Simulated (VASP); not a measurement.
# Ca (I4/mmm) in VASP: a series of runs, part 2 of 2

VASP 6.6.1.

### 3 Single point, PBE

This run uses another cell than the first one, of 44.51 Å³/atom, 1.041 times its volume.

INCAR reads:

```
SYSTEM = Ca
PREC = Accurate
ENCUT = 520
EDIFF = 1E-6
ISMEAR = -1
SIGMA = 0.05
LREAL = .False.
LASPH = .True.
NELM = 100
ALGO = Normal
ISIF = 2
LWAVE = .False.
LCHARG = .False.
GGA = PE
NBANDS = 11
```

KPOINTS reads:

```
Automatic mesh
0
Gamma
  7 7 7
  0 0 0
```

POSCAR reads:

```
Ca
1.0
    0.0000000000      2.8221420000      2.7942000000
    2.8221420000      0.0000000000      2.7942000000
    2.8221420000      2.8221420000      0.0000000000
Ca
1
Direct
    0.0000000000      0.0000000000      0.0000000000
```

Potentials or basis: VASP PAW PBE potentials, release 64 (Ca_sv).

On the command line:

```sh
> cat potpaw_PBE.64/Ca_sv/POTCAR > POTCAR
> mpirun -np 1 vasp_std > vasp.out
```

OUTCAR:

```text
SYSTEM = Ca
   PREC = Accurate
   ENCUT = 520
   EDIFF = 1E-6
   ISMEAR = -1
   LREAL = .False.
   LASPH = .True.
   NELM = 100
   ISIF = 2
   GGA = PE

 ion  position               nearest neighbor table
   1  0.000  0.000  0.000-

  LATTYP: Found a body centered tetragonal cell.
 ALAT       =     3.9911114913
 C/A-ratio  =     1.4002114479

  Lattice vectors:

 A1 = (   0.0000000000,  -2.8221420000,  -2.7942000000)
 A2 = (   0.0000000000,   2.8221420000,  -2.7942000000)
 A3 = (   2.8221420000,   0.0000000000,   2.7942000000)

Analysis of symmetry for initial positions (statically):
=====================================================================
 Subroutine PRICEL returns:
 Original cell was already a primitive cell.

 Routine SETGRP: Setting up the symmetry group for a
 body centered tetragonal supercell.

 Subroutine GETGRP returns: Found 16 space group operations
 (whereof 16 operations were pure point group operations)
 out of a pool of 16 trial point group operations.

The static configuration has the point symmetry D_4h.

Analysis of symmetry for dynamics (positions and initial velocities):
=====================================================================
 Subroutine PRICEL returns:
 Original cell was already a primitive cell.

 Routine SETGRP: Setting up the symmetry group for a
 body centered tetragonal supercell.

 Subroutine GETGRP returns: Found 16 space group operations
 (whereof 16 operations were pure point group operations)
 out of a pool of 16 trial point group operations.

The dynamic configuration has the point symmetry D_4h.

 Subroutine INISYM returns: Found 16 space group operations
 (whereof 16 operations are pure point group operations),
 and found     1 'primitive' translations

----------------------------------------------------------------------------------------

                                     Primitive cell

  volume of cell :      44.5087

  direct lattice vectors                    reciprocal lattice vectors
     0.000000000  2.822142000  2.794200000    -0.177170390  0.177170390  0.178942094
     2.822142000  0.000000000  2.794200000     0.177170390 -0.177170390  0.178942094
     2.822142000  2.822142000  0.000000000     0.177170390  0.177170390 -0.178942094

  length of vectors
     3.971402663  3.971402663  3.991111491     0.307894410  0.307894410  0.307894410

  position of ions in fractional coordinates (direct lattice)
     0.000000000  0.000000000  0.000000000

  ion indices of the primitive-cell ions
   primitive index   ion index
                 1           1

----------------------------------------------------------------------------------------

 KPOINTS: Automatic mesh

Automatic generation of k-mesh.
 Grid dimensions read from file:
 generate k-points for:    7    7    7

 Generating k-lattice:

  Cartesian coordinates                     Fractional coordinates (reciprocal lattice)
    -0.025310056  0.025310056  0.025563156     0.142857143  0.000000000  0.000000000
     0.025310056 -0.025310056  0.025563156     0.000000000  0.142857143  0.000000000
     0.025310056  0.025310056 -0.025563156     0.000000000  0.000000000  0.142857143

  Length of vectors
     0.043984916  0.043984916  0.043984916

  Shift w.r.t. Gamma in fractional coordinates (k-lattice)
     0.000000000  0.000000000  0.000000000

 Subroutine IBZKPT returns following result:
 ===========================================

 Found     40 irreducible k-points:

 Following reciprocal coordinates:
            Coordinates               Weight
  0.000000  0.000000  0.000000      1.000000
  0.142857 -0.000000  0.000000      8.000000
  0.285714  0.000000  0.000000      8.000000
  0.428571 -0.000000  0.000000      8.000000
  0.142857  0.142857  0.000000      2.000000
  0.285714  0.142857  0.000000      8.000000
[... 16 lines left out ...]
  0.428571  0.285714  0.142857      8.000000
 -0.428571  0.285714  0.142857     16.000000
 [... further k-points ...]
   k-points           NKPTS =     40   k-points in BZ     NKDIM =     40   number of bands    NBANDS=     11
   number of dos      NEDOS =    301   number of ions     NIONS =      1
   total plane-waves  NPLWV =  27000
   dimension x,y,z NGX =    30 NGY =   30 NGZ =   30
   dimension x,y,z NGXF=    60 NGYF=   60 NGZF=   60
   ions per type =               1
   NGX,Y,Z   is equivalent  to a cutoff of  12.56, 12.56, 12.50 a.u.
   NGXF,Y,Z  is equivalent  to a cutoff of  25.12, 25.12, 24.99 a.u.
 SYSTEM =  Ca
   PREC   = accura    normal or accurate (medium, high low for compatibility)
   ISTART =      0    job   : 0-new  1-cont  2-samecut
   ICHARG =      2    charge: 1-file 2-atom 10-const
   ISPIN  =      1    spin polarized calculation?
   LNONCOLLINEAR =      F non collinear calculations
   LSORBIT =      F    spin-orbit coupling
   LASPH  =      T    aspherical Exc in radial PAW
   ENCUT  =  520.0 eV  38.22 Ry    6.18 a.u.   7.38  7.38  7.42*2*pi/ulx,y,z
   NELM   =    100;   NELMIN=  2; NELMDL= -5     # of ELM steps
   EDIFF  = 0.1E-05   stopping-criterion for ELM
   LREAL  =      F    real-space projection
   EDIFFG = 0.1E-04   stopping-criterion for IOM
   NSW    =      0    number of steps for IOM
   IBRION =     -1    ionic relax: 0-MD 1-quasi-New 2-CG
   NFREE  =      0    steps in history (QN), initial steepest desc. (CG)
   ISIF   =      2    stress and relaxation
   ISYM   =      2    0-nonsym 1-usesym 2-fastsym
   POTIM  = 0.5000    time-step for ionic-motion
   TEBEG  =    0.0;   TEEND  =   0.0 temperature during run
   PSTRESS=    0.0 pullay stress
   NELECT =      10.0000    total number of electrons
   NUPDOWN=      -1.0000    fix difference up-down
   EMIN   =  10.00;   EMAX   =-10.00  energy-range for DOS
   EFERMI =   0.00;   METHOD = LEGACY
   ISMEAR =    -1;   SIGMA  =   0.05  broadening in eV -4-tet -1-fermi 0-gaus
   EFERMI_NEDOS =   21; number of points for ismear=-14 and -15
   IALGO  =     38    algorithm
   IMIX   =      4    mixing-type and parameters
     AMIX     =   0.40;   BMIX     =  1.00
     AMIX_MAG =   1.60;   BMIX_MAG =  1.00
  volume/ion in A,a.u.               =      44.51       300.36
  Fermi-wavevector in a.u.,A,eV,Ry     =   0.995237  1.880725 13.476520  0.990496
  Thomas-Fermi vector in A             =   2.127243
   LORBIT       =      0    0 simple, 1 ext, 2 COOP (PROOUT), +10 PAW based schemes
   GGA     = PE    functional components
   LHFCALC =     F    Hartree Fock is set to
   AEXX    =    0.0000 exact exchange contribution
   IVDW    =     0    specifies the selected vdW correction
   LEPSILON=     F    determine dielectric tensor
   LRPA    =     F    only Hartree local field effects (RPA)
 non-spin polarized calculation
  energy-cutoff  :      520.00
  volume of cell :       44.51
 maximum number of plane-waves:      1243
 NGX is ok and might be reduce to    30
   NGX = 15   NGY = 15   NGZ = 15

 number of electron      10.0000000 magnetization

 number of electron       9.9999999 magnetization

 Free energy of the ion-electron system (eV)
  ---------------------------------------------------
  ext. energy  EPLUGINS =         0.00000000
  ---------------------------------------------------
  free energy    TOTEN  =        -1.93454098 eV

  energy without entropy =       -1.92541075  energy(sigma->0) =       -1.92997586

 E-fermi :   1.7643     XC(G=0):  -7.5745

 val. band max:        1.6878794329   @ k =  -0.4286   0.1429   0.0000
 cond. band min:       1.8538086874   @ k =  -0.2857   0.4286   0.1429
 fundamental gap:      0.1659292545
 Fermi energy:         1.7642991906

 k-point     1 :       0.0000    0.0000    0.0000
  band No.  band energies     occupation
      1     -40.4010      2.00000
      2     -21.3232      2.00000
      3     -21.3232      2.00000
      4     -21.3221      2.00000
      5      -2.1779      2.00000
      6       3.9974      0.00000
      7       3.9974      0.00000
      8       4.0390      0.00000
      9       4.9856      0.00000
     10       5.0394      0.00000
     11      10.6449      0.00000

 k-point     2 :       0.1429   -0.0000    0.0000
  band No.  band energies     occupation
      1     -40.3990      2.00000
      2     -21.3443      2.00000
      3     -21.3263      2.00000
      4     -21.3253      2.00000
      5      -1.8473      2.00000
      6       3.6794      0.00000
      7       4.0991      0.00000
      8       4.1311      0.00000
      9       4.9146      0.00000
     10       4.9582      0.00000
     11      10.4520      0.00000
[... 295 lines left out ...]
 k-point    24 :      -0.4286    0.2857    0.1429
  band No.  band energies     occupation
      1     -40.3887      2.00000
      2     -21.4144      2.00000
      3     -21.3732      2.00000
      4     -21.3496      2.00000
      5       1.0658      2.00000
      6       2.1573      0.00077
      7       3.0806      0.00000
      8       4.3968      0.00000
      9       5.3779      0.00000
     10       5.9952      0.00000
     11       6.7344      0.00000

 [... further k-points ...]
[... 5 lines left out ...]
  --------------------------------------------------------------------------------------
  -------------------------------------------------------------------------------------
  Total       -0.2401166     -0.2401166     -0.2118082      0.0000000     -0.0000000      0.0000000
  in kB       -8.6434598     -8.6434598     -7.6244418      0.0000000     -0.0000000      0.0000000
  external PRESSURE =      -8.3037872 kB  Pullay stress =       0.0000000 kB

 VOLUME and BASIS-vectors are now :
 -----------------------------------------------------------------------------
  energy-cutoff  :      520.00
  volume of cell :       44.51
      direct lattice vectors                 reciprocal lattice vectors
     0.000000000  2.822142000  2.794200000    -0.177170390  0.177170390  0.178942094
     2.822142000  0.000000000  2.794200000     0.177170390 -0.177170390  0.178942094
     2.822142000  2.822142000  0.000000000     0.177170390  0.177170390 -0.178942094

 POSITION                                       TOTAL-FORCE (eV/Angst)
 -----------------------------------------------------------------------------------
      0.00000      0.00000      0.00000        -0.000000     -0.000000     -0.000000
 -----------------------------------------------------------------------------------
    total drift:                               -0.000000     -0.000000      0.000000

  FREE ENERGIE OF THE ION-ELECTRON SYSTEM (eV)
  ---------------------------------------------------
  free  energy   TOTEN  =        -1.9345409798 eV

  energy  without entropy=       -1.9254107458  energy(sigma->0) =       -1.92997586
```

It took 13 s on 1 thread of Intel Xeon 6975P-C, shared host; peak memory 0.17 GiB.

Results:

```yaml
Free_energy: -1.9345 eV
Pressure: -0.8 GPa
Band_gap_on_the_k_mesh: zero (band 5 reaches 1.87 eV, above the bottom of band 6 at 1.68 eV)
```

### 4 Single point, PBE

This run uses another cell than the first one, of 45.39 Å³/atom, 1.062 times its volume.

INCAR reads:

```
PREC = Accurate
ENCUT = 520
EDIFF = 1E-6
ISMEAR = -1
SIGMA = 0.05
LREAL = False
LASPH = True
NELM = 80
ALGO = Normal
ISIF = 2
LWAVE = False
LCHARG = False
GGA = PE
NBANDS = 11
```

KPOINTS reads:

```
regular mesh
0
Gamma
  7 7 7
```

POSCAR reads:

```
Ca
1.0
    0.0000000000      2.8500840000      2.7942000000
    2.8500840000      0.0000000000      2.7942000000
    2.8500840000      2.8500840000      0.0000000000
Ca
1
Direct
    0.0000000000      0.0000000000      0.0000000000
```

On the command line:

```sh
> cat potpaw_PBE.64/Ca_sv/POTCAR > POTCAR
> mpirun -np 1 vasp_std > vasp.out
```

Run time: 16 s. Hardware: 1 thread of Intel Xeon 6975P-C, shared host; peak memory 0.17 GiB.

It converged, with:

* Free energy: -1.9291 eV
* Pressure: -1.1 GPa
* Band gap on the k mesh: zero (band 5 reaches 1.81 eV, above the bottom of band 6 at 1.59 eV)

Stress tensor (GPa, compression positive):
```
-1.15  0.00  0.00
 0.00 -1.15  0.00
 0.00  0.00 -0.97
```

Levels at points of the mesh, in eV from the Fermi level:
| k point | band 3 | band 4 | band 5 | band 6 | band 7 | band 8 |
| --- | --- | --- | --- | --- | --- | --- |
| (0.00, 0.00, 0.00) | -23.13 | -23.13 | -3.91 | 2.19 | 2.19 | 2.28 |

### 5 Overview

```csv
cell,gap on the mesh (eV),pressure (GPa)
"a = 3.932, b = 3.932, c = 3.912 Å, angles 60.2, 60.2, 59.7°, 1 atom",none,-0.2
"a = 3.971, b = 3.971, c = 3.991 Å, angles 59.8, 59.8, 60.3°, 1 atom",none,-0.8
"a = 3.991, b = 3.991, c = 4.031 Å, angles 59.7, 59.7, 60.7°, 1 atom",none,-1.1
```

Alike in all rows: task single point; level PBE; potentials or basis VASP PAW PBE potentials, release 64 (Ca_sv); no spin polarisation; k mesh 7 × 7 × 7; cutoff (eV) 520; smearing fermi-dirac 0.05 eV.

Total energies depend on the potentials used, so only differences within one code and one set of settings carry meaning.
